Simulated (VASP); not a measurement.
# Ta4F in VASP: further runs

Ta4F is run at these levels: LDA; tasks: single point, relaxation of the atoms.

All numbers are computed with VASP 6.6.1; they aren't measurements. Logs are shortened: lines on timing, memory, paths and dates and some standing lists are left out, and cuts for length are marked.

### Step 1. The cell of the first run

The cell holds a slab with vacuum, 5 atoms: a = 3.253 Å, b = 3.253 Å, c = 20.214 Å, α = 90.00°, β = 90.00°, γ = 90.00°.

### Step 2. Single point, LDA

INCAR

```
ALGO = Normal
DIPOL = 0.5 0.5 0.356
EDIFF = 1E-6
ENCUT = 520
GGA = CA
IDIPOL = 3
ISIF = 2
ISMEAR = 0
LASPH = True
LCHARG = True
LDIPOL = True
LELF = True
LREAL = False
LVACPOTAV = True
LVHAR = True
LWAVE = False
NBANDS = 34
NELM = 60
PREC = Accurate
SIGMA = 0.1
```

KPOINTS

```
k-points
0
Gamma
  8 8 1
```

POSCAR

```
Ta4F
1.0
    3.2528679937      0.0000000000      0.0000000000
    0.0000000000      3.2528679937      0.0000000000
    0.0000000000      0.0000000000     20.2137485622
Ta F
4 1
Direct
    0.5000000000      0.5000000000      0.1978851170
    0.0000000000      0.0000000000      0.2783468875
    0.5000000000      0.5000000000      0.3580282239
    0.0000000000      0.0000000000      0.4310802885
    0.0000000000      0.2500000000      0.5151607843
```

Potentials or basis: VASP PAW LDA potentials, release 64 (Ta_pv, F).

Run with:

```bash
> cat potpaw_LDA.64/Ta_pv/POTCAR potpaw_LDA.64/F/POTCAR > POTCAR
> mpirun -np 1 vasp_std > vasp.out
```

OUTCAR:

```text
EDIFF = 1E-6
   ENCUT = 520
   GGA = CA
   ISIF = 2
   ISMEAR = 0
   LASPH = True
   LREAL = False
   NELM = 60
   PREC = Accurate

 ion  position               nearest neighbor table
   1  0.500  0.500  0.198-   2 2.82   2 2.82   2 2.82   2 2.82   3 3.24
   2  0.000  0.000  0.278-   3 2.81   3 2.81   3 2.81   3 2.81   1 2.82   1 2.82   1 2.82   1 2.82
                             4 3.09
   3  0.500  0.500  0.358-   4 2.73   4 2.73   4 2.73   4 2.73   2 2.81   2 2.81   2 2.81   2 2.81
                             1 3.24
   4  0.000  0.000  0.431-   5 1.88   3 2.73   3 2.73   3 2.73   3 2.73   2 3.09
   5  0.000  0.250  0.515-   4 1.88

  LATTYP: Found a simple tetragonal cell.
 ALAT       =     3.2528679937
 C/A-ratio  =     6.2141312225

  Lattice vectors:

 A1 = (   3.2528679937,   0.0000000000,   0.0000000000)
 A2 = (   0.0000000000,   3.2528679937,   0.0000000000)
 A3 = (   0.0000000000,   0.0000000000,  20.2137485622)

Analysis of symmetry for initial positions (statically):
=====================================================================
 Subroutine PRICEL returns:
 Original cell was already a primitive cell.

 Routine SETGRP: Setting up the symmetry group for a
 simple tetragonal supercell.

 Subroutine GETGRP returns: Found  2 space group operations
 (whereof  2 operations were pure point group operations)
 out of a pool of 16 trial point group operations.

The static configuration has the point symmetry C_1h.

Analysis of symmetry for dynamics (positions and initial velocities):
=====================================================================
 Subroutine PRICEL returns:
 Original cell was already a primitive cell.

 Routine SETGRP: Setting up the symmetry group for a
 simple tetragonal supercell.

 Subroutine GETGRP returns: Found  2 space group operations
 (whereof  2 operations were pure point group operations)
 out of a pool of 16 trial point group operations.

The dynamic configuration has the point symmetry C_1h.

 Subroutine INISYM returns: Found  2 space group operations
 (whereof  2 operations are pure point group operations),
 and found     1 'primitive' translations

----------------------------------------------------------------------------------------

                                     Primitive cell

  volume of cell :     213.8847

  direct lattice vectors                    reciprocal lattice vectors
     3.252867994  0.000000000  0.000000000     0.307421021  0.000000000  0.000000000
     0.000000000  3.252867994  0.000000000     0.000000000  0.307421021  0.000000000
     0.000000000  0.000000000 20.213748562     0.000000000  0.000000000  0.049471279

  length of vectors
     3.252867994  3.252867994 20.213748562     0.307421021  0.307421021  0.049471279

  position of ions in fractional coordinates (direct lattice)
     0.500000000  0.500000000  0.197885117
     0.000000000  0.000000000  0.278346887
     0.500000000  0.500000000  0.358028224
     0.000000000  0.000000000  0.431080288
     0.000000000  0.250000000  0.515160784

  ion indices of the primitive-cell ions
   primitive index   ion index
                 1           1
                 2           2
                 3           3
                 4           4
                 5           5

----------------------------------------------------------------------------------------

 KPOINTS: k-points

Automatic generation of k-mesh.
 Grid dimensions read from file:
 generate k-points for:    8    8    1

 Generating k-lattice:

  Cartesian coordinates                     Fractional coordinates (reciprocal lattice)
     0.038427628  0.000000000  0.000000000     0.125000000  0.000000000  0.000000000
     0.000000000  0.038427628  0.000000000     0.000000000  0.125000000  0.000000000
     0.000000000  0.000000000  0.049471279     0.000000000  0.000000000  1.000000000

  Length of vectors
     0.038427628  0.038427628  0.049471279

  Shift w.r.t. Gamma in fractional coordinates (k-lattice)
     0.000000000  0.000000000  0.000000000

 Subroutine IBZKPT returns following result:
 ===========================================

 Found     25 irreducible k-points:

 Following reciprocal coordinates:
            Coordinates               Weight
  0.000000  0.000000  0.000000      1.000000
  0.125000  0.000000  0.000000      2.000000
  0.000000  0.125000  0.000000      2.000000
  0.250000  0.000000  0.000000      2.000000
  0.000000  0.250000  0.000000      2.000000
  0.375000  0.000000  0.000000      2.000000
[... 16 lines left out ...]
  0.500000  0.375000  0.000000      2.000000
 -0.375000  0.500000  0.000000      2.000000
   k-points           NKPTS =     25   k-points in BZ     NKDIM =     25   number of bands    NBANDS=     34
   number of dos      NEDOS =    301   number of ions     NIONS =      5
   total plane-waves  NPLWV =  86400
   dimension x,y,z NGX =    24 NGY =   24 NGZ =  150
   dimension x,y,z NGXF=    48 NGYF=   48 NGZF=  300
[... 48 lines left out ...]
 maximum number of plane-waves:      5812
   NGX = 13   NGY = 13   NGZ = 75

 dipolmoment           0.000000      0.000000     -0.567896 electrons x Angstroem

 number of electron      51.0000007 magnetization

 dipolmoment           0.000000      0.000000      0.133894 electrons x Angstroem

 Free energy of the ion-electron system (eV)
  ---------------------------------------------------
  ext. energy  EPLUGINS =         0.00000000
  ---------------------------------------------------
  free energy    TOTEN  =       -53.91545086 eV

  energy without entropy =      -53.89352212  energy(sigma->0) =      -53.90448649

 E-fermi :  -1.2632     XC(G=0):  -5.7164

 val. band max:       -1.2643852121   @ k =   0.0000   0.2500   0.0000
 cond. band min:      -1.2388840493   @ k =   0.3750   0.0000   0.0000
 fundamental gap:      0.0255011628
 Fermi energy:        -1.2631823523

 k-point     1 :       0.0000    0.0000    0.0000
  band No.  band energies     occupation
      1     -36.1534      2.00000
      2     -35.9541      2.00000
      3     -35.7813      2.00000
      4     -35.7799      2.00000
      5     -35.6793      2.00000
      6     -35.6643      2.00000
[... 26 lines left out ...]
     33       1.5292      0.00000
     34       2.5212      0.00000

 k-point     2 :       0.1250    0.0000    0.0000
  band No.  band energies     occupation
      1     -36.1617      2.00000
      2     -35.9586      2.00000
      3     -35.8223      2.00000
      4     -35.7697      2.00000
      5     -35.7140      2.00000
      6     -35.6664      2.00000
[... 26 lines left out ...]
     33       1.7115      0.00000
     34       1.9934      0.00000

 k-point     3 :       0.0000    0.1250    0.0000
  band No.  band energies     occupation
      1     -36.1650      2.00000
      2     -35.9587      2.00000
      3     -35.8236      2.00000
      4     -35.7684      2.00000
      5     -35.7265      2.00000
      6     -35.6494      2.00000
[... 26 lines left out ...]
     33       1.6898      0.00000
     34       2.1658      0.00000

 k-point     4 :       0.2500    0.0000    0.0000
  band No.  band energies     occupation
      1     -36.1845      2.00000
      2     -35.9760      2.00000
      3     -35.9225      2.00000
      4     -35.8131      2.00000
      5     -35.7422      2.00000
      6     -35.6340      2.00000
[... 26 lines left out ...]
     33       1.8342      0.00000
     34       1.9039      0.00000

 k-point     5 :       0.0000    0.2500    0.0000
  band No.  band energies     occupation
      1     -36.1961      2.00000
      2     -35.9773      2.00000
      3     -35.9241      2.00000
      4     -35.8192      2.00000
      5     -35.7407      2.00000
      6     -35.6117      2.00000
[... 621 lines left out ...]
 k-point    22 :       0.3750    0.3750    0.0000
  band No.  band energies     occupation
      1     -36.1592      2.00000
      2     -36.0159      2.00000
      3     -36.0111      2.00000
      4     -35.9151      2.00000
      5     -35.8835      2.00000
      6     -35.8532      2.00000
[... 26 lines left out ...]
     33       2.9124      0.00000
     34       3.1439      0.00000

 k-point    23 :       0.5000    0.3750    0.0000
  band No.  band energies     occupation
      1     -36.1495      2.00000
      2     -36.0399      2.00000
      3     -36.0280      2.00000
      4     -35.9460      2.00000
      5     -35.8730      2.00000
      6     -35.8706      2.00000
[... 26 lines left out ...]
     33       2.8475      0.00000
     34       3.2476      0.00000

 k-point    24 :      -0.3750    0.5000    0.0000
  band No.  band energies     occupation
      1     -36.1624      2.00000
      2     -36.0464      2.00000
      3     -36.0184      2.00000
      4     -35.9395      2.00000
      5     -35.8740      2.00000
      6     -35.8661      2.00000
[... 26 lines left out ...]
     33       2.9391      0.00000
     34       3.2799      0.00000

 [... further k-points ...]
[... 5 lines left out ...]
  --------------------------------------------------------------------------------------
  -------------------------------------------------------------------------------------
  Total       -2.7011205     -3.6412835      2.0036678      0.0000000      0.4463052      0.0000000
  in kB      -20.2336768    -27.2762921     15.0091658      0.0000000      3.3432033      0.0000000
  external PRESSURE =     -10.8336011 kB  Pullay stress =       0.0000000 kB

 VOLUME and BASIS-vectors are now :
 -----------------------------------------------------------------------------
  energy-cutoff  :      520.00
  volume of cell :      213.88
      direct lattice vectors                 reciprocal lattice vectors
     3.252867994  0.000000000  0.000000000     0.307421021  0.000000000  0.000000000
     0.000000000  3.252867994  0.000000000     0.000000000  0.307421021  0.000000000
     0.000000000  0.000000000 20.213748562     0.000000000  0.000000000  0.049471279

 POSITION                                       TOTAL-FORCE (eV/Angst)
 -----------------------------------------------------------------------------------
      1.62643      1.62643      4.00000         0.000000     -0.002782      0.746146
      0.00000      0.00000      5.62643         0.000000      0.055240     -1.023804
      1.62643      1.62643      7.23709         0.000000     -0.423302     -1.391546
      0.00000      0.00000      8.71375         0.000000      0.382772      1.458588
      0.00000      0.81322     10.41333         0.000000     -0.011927      0.210616
 -----------------------------------------------------------------------------------
    total drift:                                0.000000      0.000109      0.000175

  FREE ENERGIE OF THE ION-ELECTRON SYSTEM (eV)
  ---------------------------------------------------
  free  energy   TOTEN  =       -53.9154508609 eV

  energy  without entropy=      -53.8935221219  energy(sigma->0) =      -53.90448649

 vacuum level on the upper side and lower side of the slab         5.318         3.028
```

Run time: 2.4 min. Hardware: 1 thread of AMD EPYC 9R45 (Zen 5), shared host; peak memory 0.29 GiB.

What came out:

| Quantity | Value |
| --- | --- |
| Free energy | -53.9155 eV |
| Largest force | 1.508 eV/Å |
| Band gap on the k mesh | zero (an odd number of electrons rules out a gap without spin polarisation) |

Forces in eV/Å, atoms in the order of the input:
```
Ta   0.000 -0.003  0.746
Ta   0.000  0.055 -1.024
Ta   0.000 -0.423 -1.392
Ta   0.000  0.383  1.459
F    0.000 -0.012  0.211
```

Caveat: spin-orbit coupling is left out, which moves the levels of the heavy elements.

### Step 3. Single point, LDA

INCAR

```
SYSTEM = Ta4F
PREC     = Accurate       ! precision mode
ENCUT    = 520            ! plane-wave cutoff, eV
EDIFF    = 1E-7           ! SCF threshold, eV
ISMEAR   = 0              ! smearing method
SIGMA    = 0.1            ! smearing width, eV
LREAL    = .FALSE.        ! projectors in reciprocal space
LASPH    = .TRUE.         ! aspherical terms in the spheres
NELM     = 60             ! most SCF steps
ALGO     = Normal         ! electronic algorithm
ISIF     = 2              ! what is computed and relaxed
LWAVE    = .FALSE.        ! write WAVECAR
LCHARG   = .FALSE.        ! write CHGCAR
LDIPOL   = .TRUE.       
IDIPOL   = 3            
DIPOL    = 0.5 0.5 0.352
NBANDS   = 34             ! bands
```

KPOINTS

```
Automatic mesh
0
G
  8 8 1
  0 0 0
```

Changes to POSCAR since step 2:

```diff
@@ -12,2 +12,2 @@
     0.0000000000      0.0000000000      0.4310802885
-    0.0000000000      0.2500000000      0.5151607843
+    0.2500000000      0.5000000000      0.4948257417
```

Potentials or basis: VASP PAW LDA potentials, release 64 (Ta_pv, F).

Run with:

```bash
> cat potpaw_LDA.64/Ta_pv/POTCAR potpaw_LDA.64/F/POTCAR > POTCAR
> mpirun -np 1 vasp_std > vasp.out
```

Wall time 2.6 min (1 thread of AMD EPYC 9R45 (Zen 5), shared host); peak memory 0.29 GiB.

It converged, with:

```
Free energy            : -53.6091 eV
Largest force          : 1.597 eV/Å
Band gap on the k mesh : zero (an odd number of electrons rules out a gap without spin polarisation)
```

Forces on the atoms (eV/Å):
```
Ta   0.054  0.000  0.868
Ta   0.026  0.000 -0.785
Ta  -0.251  0.000 -1.307
Ta   1.064  0.000  1.191
F   -0.893  0.000  0.033
```

Levels at points of the mesh, in eV from the Fermi level:
| k point | band 23 | band 24 | band 25 | band 26 | band 27 | band 28 |
| --- | --- | --- | --- | --- | --- | --- |
| (0.00, 0.00, 0.00) | -0.13 | 0.03 | 0.32 | 0.32 | 0.41 | 0.52 |
| (0.50, 0.00, 0.00) | -1.48 | -1.10 | -0.04 | 0.03 | 0.35 | 1.10 |
| (0.00, 0.50, 0.00) | -1.49 | -1.13 | -0.02 | -0.02 | 0.14 | 1.03 |
| (0.50, 0.50, 0.00) | -1.62 | -0.95 | -0.44 | -0.29 | 2.01 | 2.28 |

Caveat: spin-orbit coupling is left out, which moves the levels of the heavy elements.

### Step 4. Single point, LDA

INCAR

```
PREC = Accurate
ENCUT = 520
EDIFF = 1E-6
ISMEAR = 0
SIGMA = 0.1
LREAL = False
LASPH = True
NELM = 60
ALGO = Normal
ISIF = 2
LWAVE = False
LCHARG = False
LDIPOL = True
IDIPOL = 3
DIPOL = 0.5 0.5 0.357
NBANDS = 34
```

KPOINTS

```
Automatic mesh
0
Gamma
  8 8 1
```

Changes to POSCAR since step 3:

```diff
@@ -12,2 +12,2 @@
     0.0000000000      0.0000000000      0.4310802885
-    0.2500000000      0.5000000000      0.4948257417
+    0.0000000000      0.1250000000      0.5205617465
```

Run with:

```bash
> cat potpaw_LDA.64/Ta_pv/POTCAR potpaw_LDA.64/F/POTCAR > POTCAR
> mpirun -np 1 vasp_std > vasp.out
```

It took 2.3 min on 1 thread of AMD EPYC 9R45 (Zen 5), shared host; peak memory 0.29 GiB.

The run converged. Its results:

| Quantity | Value |
| --- | --- |
| Free energy | -53.9634 eV |
| Largest force | 1.383 eV/Å |
| Band gap on the k mesh | zero (an odd number of electrons rules out a gap without spin polarisation) |

Forces on the atoms (eV/Å):
```
Ta   0.000 -0.004  0.752
Ta   0.000  0.037 -1.089
Ta   0.000 -0.247 -1.301
Ta   0.000  0.272  1.356
F    0.000 -0.059  0.282
```

Levels at points of the mesh, in eV from the Fermi level:
| k point | band 23 | band 24 | band 25 | band 26 | band 27 | band 28 | band 29 | band 30 |
| --- | --- | --- | --- | --- | --- | --- | --- | --- |
| (0.00, 0.00, 0.00) | -0.12 | -0.09 | 0.37 | 0.37 | 0.50 | 0.83 | 0.85 | 1.71 |
| (0.50, 0.00, 0.00) | -1.24 | -1.21 | 0.11 | 0.20 | 0.35 | 0.81 | 1.19 | 1.86 |
| (0.00, 0.50, 0.00) | -1.27 | -1.17 | 0.11 | 0.23 | 0.31 | 0.86 | 1.17 | 1.94 |
| (0.50, 0.50, 0.00) | -1.44 | -1.41 | -0.27 | -0.21 | 2.20 | 2.22 | 2.55 | 3.60 |

Caveat: spin-orbit coupling is left out, which moves the levels of the heavy elements.

### Step 5. Relaxation of the atoms, LDA

INCAR

```
SYSTEM = Ta4F
ALGO = Fast
DIPOL = 0.5 0.5 0.357
EDIFF = 1E-7
EDIFFG = -0.025
ENCUT = 520
GGA = CA
IBRION = 2
IDIPOL = 3
ISIF = 2
ISMEAR = 0
LASPH = .True.
LCHARG = .False.
LDIPOL = .True.
LREAL = .False.
LWAVE = .False.
NELM = 80
NSW = 36
PREC = Accurate
SIGMA = 0.1
```

KPOINTS

```
k-points
0
Gamma
  8 8 1
  0 0 0
```

POSCAR

```
Ta4F
1.0
    3.2528679937      0.0000000000      0.0000000000
    0.0000000000      3.2528679937      0.0000000000
    0.0000000000      0.0000000000     20.2137485622
Ta F
4 1
Selective dynamics
Direct
    0.5000000000      0.5000000000      0.1978851170  F F F
    0.0000000000      0.0000000000      0.2783468875  F F F
    0.5000000000      0.5000000000      0.3580282239  F F F
    0.0000000000      0.0000000000      0.4310802885  F F F
    0.0000000000      0.1250000000      0.5204055265  F F T
```

Run with:

```bash
> cat potpaw_LDA.64/Ta_pv/POTCAR potpaw_LDA.64/F/POTCAR > POTCAR
> mpirun -np 1 vasp_std > vasp.out
```

Wall time 13 min (1 thread of Oxide Virtual Turin-like, shared host); peak memory 0.28 GiB.

The run converged. Its results:

- Free energy: -53.9647 eV
- Energy gained by relaxing: 0.5 meV/atom
- Ionic steps: 3
- Band gap on the k mesh: zero (an odd number of electrons rules out a gap without spin polarisation)

The path:
| step | energy change (eV) | largest force on free atoms (eV/Å) | pressure (GPa) |
| --- | --- | --- | --- |
| 1 | 0.0000 | 0.3811 | -0.79 |
| 2 | -0.0018 | 0.1744 | -1.08 |
| 3 | -0.0024 | 0.0003 | -0.99 |

Final structure:
```yaml
crystal:
  lattice:
    - [3.25287, 0.00000, 0.00000]
    - [0.00000, 3.25287, 0.00000]
    - [0.00000, 0.00000, 20.21375]
  atoms:
    - { symbol: Ta, position: [0.50000, 0.50000, 0.19789] }
    - { symbol: Ta, position: [0.00000, 0.00000, 0.27835] }
    - { symbol: Ta, position: [0.50000, 0.50000, 0.35803] }
    - { symbol: Ta, position: [0.00000, 0.00000, 0.43108] }
    - { symbol: F, position: [0.00000, 0.12500, 0.52102] }
```

Levels at points of the mesh, in eV from the Fermi level:
| k point | band 22 | band 23 | band 24 | band 25 | band 26 | band 27 | band 28 | band 29 | band 30 |
| --- | --- | --- | --- | --- | --- | --- | --- | --- | --- |
| (0.00, 0.00, 0.00) | -2.69 | -0.12 | -0.09 | 0.37 | 0.37 | 0.50 | 0.83 | 0.84 | 1.71 |
| (0.50, 0.00, 0.00) | -1.50 | -1.24 | -1.21 | 0.11 | 0.20 | 0.34 | 0.81 | 1.18 | 1.85 |
| (0.00, 0.50, 0.00) | -1.50 | -1.27 | -1.17 | 0.11 | 0.23 | 0.30 | 0.86 | 1.17 | 1.93 |
| (0.50, 0.50, 0.00) | -1.99 | -1.44 | -1.41 | -0.28 | -0.22 | 2.19 | 2.22 | 2.55 | 3.60 |

Caveat: spin-orbit coupling is left out, which moves the levels of the heavy elements.

### Step 6. The runs side by side

| task | cell | atoms held fixed (from 0) | atoms held along some axes (from 0) | gap on the mesh (eV) | largest force (eV/Å) |
| --- | --- | --- | --- | --- | --- |
| single point | as given, atomic positions A | - | - | none | 1.51 |
| single point | as given, atomic positions B | - | - | none | 1.60 |
| single point | as given, atomic positions C | - | - | none | 1.38 |
| relaxation of the atoms | atoms relaxed, atomic positions D | [0, 1, 2, 3] | atom 4 along a and b | none | - |

Alike in all rows: level LDA; potentials or basis VASP PAW LDA potentials, release 64 (Ta_pv, F); no spin polarisation; k mesh 8 × 8 × 1; cutoff (eV) 520; smearing gaussian 0.1 eV.

Caveats: spin-orbit coupling is left out, which moves the levels of the heavy elements.

Total energies depend on the potentials used, so only differences within one code and one set of settings carry meaning.

The gap in the log of VASP goes by the Fermi energy; the results here count the filled bands.